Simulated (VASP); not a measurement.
# Ti6O (P-31m) in VASP: single point with r2SCAN

Aim: the single point of Ti6O with r2SCAN.

Program: VASP 6.6.1. These are calculated values, not measurements. Logs are shortened: lines on timing, memory, paths and dates and some standing lists are left out, and cuts for length are marked.

### Step 1. The cell of the first run

Symmetry: P-31m, No. 162, trigonal system. The conventional cell has a = 5.100 Å, b = 5.100 Å, c = 4.725 Å, α = 90.00°, β = 90.00°, γ = 120.00°. Ti (site symmetry m) has 1 O at 2.09 Å and 12 Ti at 2.82 to 3.01 Å within 3.1 Å. O (site symmetry -3m) has 6 Ti at 2.09 Å within 2.8 Å.

### Step 2. Single point, r2SCAN

POSCAR

```
Ti6O
1.0
    5.0999492313      0.0000000000      0.0000000000
   -2.5499746156      4.4166855923      0.0000000000
    0.0000000000      0.0000000000      4.7253610405
Ti O
6 1
Direct
    0.3306434728      0.0000000000      0.2602621512
    0.0000000000      0.3306434728      0.2602621512
    0.6693565272      0.6693565272      0.2602621512
    0.0000000000      0.6693565272      0.7397378488
    0.6693565272      0.0000000000      0.7397378488
    0.3306434728      0.3306434728      0.7397378488
    0.0000000000      0.0000000000      0.0000000000
```

INCAR.step1

```
PREC = Accurate
ENCUT = 660
ISMEAR = 0
SIGMA = 0.1
LREAL = F
LASPH = T
NELM = 120
NBANDS = 48
GGA = PE
ALGO = Normal
EDIFF = 1E-5
LWAVE = T
LCHARG = F
GGA_COMPAT = F
```

INCAR.step2

```
PREC = Accurate
ENCUT = 660
EDIFF = 1E-6
ISMEAR = 0
SIGMA = 0.1
LREAL = F
LASPH = T
NELM = 120
ALGO = Normal
ISIF = 2
LWAVE = F
LCHARG = F
METAGGA = R2SCAN
LMIXTAU = T
NBANDS = 48
ISTART = 1
GGA_COMPAT = F
```

KPOINTS

```
Automatic mesh
0
Gamma
  6 6 4
```

Potentials or basis: VASP PAW PBE potentials, release 64 (Ti_sv, O).

Started as:

```sh
$ cat potpaw_PBE.64/Ti_sv/POTCAR potpaw_PBE.64/O/POTCAR > POTCAR
$ cp INCAR.step1 INCAR
$ mpirun -np 1 vasp_std > vasp.out
$ cp INCAR.step2 INCAR
$ mpirun -np 1 vasp_std > vasp.out
```

OUTCAR:

```text
PREC = Accurate
   ENCUT = 660
   EDIFF = 1E-6
   ISMEAR = 0
   LREAL = F
   LASPH = T
   NELM = 120
   ISIF = 2
   METAGGA = R2SCAN
   ISTART = 1

 ion  position               nearest neighbor table
   1  0.331  0.000  0.260-   7 2.09   6 2.82   4 2.82   5 2.85   2 2.92   3 2.92
   2  0.000  0.331  0.260-   7 2.09   6 2.82   5 2.82   4 2.85   1 2.92   3 2.92
   3  0.669  0.669  0.260-   7 2.09   5 2.82   4 2.82   6 2.85   2 2.92   1 2.92
   4  0.000  0.669  0.740-   7 2.09   3 2.82   1 2.82   2 2.85   5 2.92   6 2.92
   5  0.669  0.000  0.740-   7 2.09   3 2.82   2 2.82   1 2.85   4 2.92   6 2.92
   6  0.331  0.331  0.740-   7 2.09   1 2.82   2 2.82   3 2.85   4 2.92   5 2.92
   7  0.000  0.000  0.000-   2 2.09   4 2.09   1 2.09   5 2.09   3 2.09   6 2.09

  LATTYP: Found a hexagonal cell.
 ALAT       =     5.0999492313
 C/A-ratio  =     0.9265506040

  Lattice vectors:

 A1 = (   5.0999492313,   0.0000000000,   0.0000000000)
 A2 = (  -2.5499746156,   4.4166855923,   0.0000000000)
 A3 = (   0.0000000000,   0.0000000000,   4.7253610405)

Analysis of symmetry for initial positions (statically):
=====================================================================
 Subroutine PRICEL returns:
 Original cell was already a primitive cell.

 Routine SETGRP: Setting up the symmetry group for a
 hexagonal supercell.

 Subroutine GETGRP returns: Found 12 space group operations
 (whereof 12 operations were pure point group operations)
 out of a pool of 24 trial point group operations.

The static configuration has the point symmetry D_3d.

Analysis of symmetry for dynamics (positions and initial velocities):
=====================================================================
 Subroutine PRICEL returns:
 Original cell was already a primitive cell.

 Routine SETGRP: Setting up the symmetry group for a
 hexagonal supercell.

 Subroutine GETGRP returns: Found 12 space group operations
 (whereof 12 operations were pure point group operations)
 out of a pool of 24 trial point group operations.

The dynamic configuration has the point symmetry D_3d.

 Subroutine INISYM returns: Found 12 space group operations
 (whereof 12 operations are pure point group operations),
 and found     1 'primitive' translations

----------------------------------------------------------------------------------------

[... 104 lines left out ...]
   NSW    =      0    number of steps for IOM
   IBRION =     -1    ionic relax: 0-MD 1-quasi-New 2-CG
   NFREE  =      0    steps in history (QN), initial steepest desc. (CG)
   ISIF   =      2    stress and relaxation
   ISYM   =      2    0-nonsym 1-usesym 2-fastsym
   POTIM  = 0.5000    time-step for ionic-motion
   TEBEG  =    0.0;   TEEND  =   0.0 temperature during run
   PSTRESS=    0.0 pullay stress
   NELECT =      78.0000    total number of electrons
   NUPDOWN=      -1.0000    fix difference up-down
   EMIN   =  10.00;   EMAX   =-10.00  energy-range for DOS
   EFERMI =   0.00;   METHOD = LEGACY
   ISMEAR =     0;   SIGMA  =   0.10  broadening in eV -4-tet -1-fermi 0-gaus
   EFERMI_NEDOS =   21; number of points for ismear=-14 and -15
   IALGO  =     38    algorithm
   IMIX   =      4    mixing-type and parameters
     AMIX     =   0.40;   BMIX     =  1.00
     AMIX_MAG =   1.60;   BMIX_MAG =  1.00
  volume/ion in A,a.u.               =      15.21       102.61
  Fermi-wavevector in a.u.,A,eV,Ry     =   1.475958  2.789156 29.639628  2.178451
  Thomas-Fermi vector in A             =   2.590543
   LORBIT       =      0    0 simple, 1 ext, 2 COOP (PROOUT), +10 PAW based schemes
   METAGGA = R2SCAN    functional components
   LHFCALC =     F    Hartree Fock is set to
   AEXX    =    0.0000 exact exchange contribution
   IVDW    =     0    specifies the selected vdW correction
   LEPSILON=     F    determine dielectric tensor
   LRPA    =     F    only Hartree local field effects (RPA)
 non-spin polarized calculation
 Gauss-broadening in eV      SIGMA  =   0.10
  energy-cutoff  :      660.00
  volume of cell :      106.44
 maximum number of plane-waves:      4116
 NGX is ok and might be reduce to    48
   NGX = 21   NGY = 21   NGZ = 19

 number of electron      77.9999995 magnetization

 Free energy of the ion-electron system (eV)
  ---------------------------------------------------
  ext. energy  EPLUGINS =         0.00000000
  ---------------------------------------------------
  free energy    TOTEN  =       -89.93020282 eV

  energy without entropy =      -89.90694209  energy(sigma->0) =      -89.91857245

 E-fermi :   8.7343     XC(G=0): -12.6382

 val. band max:        8.7041310291   @ k =   0.3333  -0.0000   0.0000
 cond. band min:       8.7347309847   @ k =  -0.1667   0.3333   0.2500
 fundamental gap:      0.0305999556
 Fermi energy:         8.7343104227

 k-point     1 :       0.0000    0.0000    0.0000
  band No.  band energies     occupation
      1     -50.5383      2.00000
      2     -50.4039      2.00000
      3     -50.3899      2.00000
      4     -50.3899      2.00000
      5     -50.3842      2.00000
      6     -50.3842      2.00000
[... 1213 lines left out ...]
     47      10.4301      0.00000
     48      10.4518      0.00000

------------------------ aborting loop because EDIFF is reached ----------------------------------------

  FORCE on cell =-STRESS in cart. coord.  units (eV):
  Direction    XX          YY          ZZ          XY          YZ          ZX
  --------------------------------------------------------------------------------------
  -------------------------------------------------------------------------------------
  Total        0.5035628      0.5035628      0.6147566      0.0000000      0.0000000     -0.0000000
  in kB        7.5799589      7.5799589      9.2537222      0.0000000      0.0000000     -0.0000000
  external PRESSURE =       8.1378800 kB  Pullay stress =       0.0000000 kB

 VOLUME and BASIS-vectors are now :
 -----------------------------------------------------------------------------
  energy-cutoff  :      660.00
  volume of cell :      106.44
      direct lattice vectors                 reciprocal lattice vectors
     5.099949231  0.000000000  0.000000000     0.196080383  0.113207062  0.000000000
    -2.549974616  4.416685592  0.000000000     0.000000000  0.226414124  0.000000000
     0.000000000  0.000000000  4.725361041     0.000000000  0.000000000  0.211624041

 POSITION                                       TOTAL-FORCE (eV/Angst)
 -----------------------------------------------------------------------------------
      1.68626      0.00000      1.22983         0.045145      0.000000      0.006165
     -0.84313      1.46035      1.22983        -0.022573      0.039097      0.006165
      1.70684      2.95634      1.22983        -0.022573     -0.039097      0.006165
     -1.70684      2.95634      3.49553         0.022573     -0.039097     -0.006165
      3.41368      0.00000      3.49553        -0.045145      0.000000     -0.006165
      0.84313      1.46035      3.49553         0.022573      0.039097     -0.006165
      0.00000      0.00000      0.00000        -0.000000      0.000000     -0.000000
 -----------------------------------------------------------------------------------
    total drift:                               -0.000000      0.000000      0.000000

  FREE ENERGIE OF THE ION-ELECTRON SYSTEM (eV)
  ---------------------------------------------------
  free  energy   TOTEN  =       -89.9302028200 eV

  energy  without entropy=      -89.9069420881  energy(sigma->0) =      -89.91857245
```

Wall time 21 min (1 thread of Oxide Virtual Turin-like, shared host); peak memory 0.36 GiB.

Results:

- Free energy: -89.9302 eV
- Pressure: 0.8 GPa
- Largest force: 0.046 eV/Å
- Band gap on the k mesh: zero (bands 39 and 40 overlap by 0.73 eV)

Forces on the atoms (eV/Å):
```
Ti   0.045  0.000  0.006
Ti  -0.023  0.039  0.006
Ti  -0.023 -0.039  0.006
Ti   0.023 -0.039 -0.006
Ti  -0.045  0.000 -0.006
Ti   0.023  0.039 -0.006
O    0.000  0.000  0.000
```

Stress tensor (GPa, compression positive):
```
0.76 0.00 0.00
0.00 0.76 0.00
0.00 0.00 0.93
```

Levels at points of the mesh, in eV from the Fermi level:
```csv
k point,band 36,band 37,band 38,band 39,band 40,band 41,band 42,band 43
"(0.00, 0.00, 0.00)",-1.15,-1.15,-0.20,0.20,0.20,0.71,0.71,0.90
"(0.50, 0.00, 0.00)",-1.20,-1.16,-0.78,-0.30,0.56,0.71,0.85,0.89
"(0.00, 0.00, 0.50)",-0.62,-0.62,-0.46,-0.43,-0.43,0.24,0.24,0.50
"(0.50, 0.00, 0.50)",-0.78,-0.63,-0.57,-0.47,-0.19,0.20,0.59,0.98
```

Caveat: the PAW data sets were made with another functional, which shifts forces and pressure a little.

The gap in the log of VASP goes by the Fermi energy; the results here count the filled bands.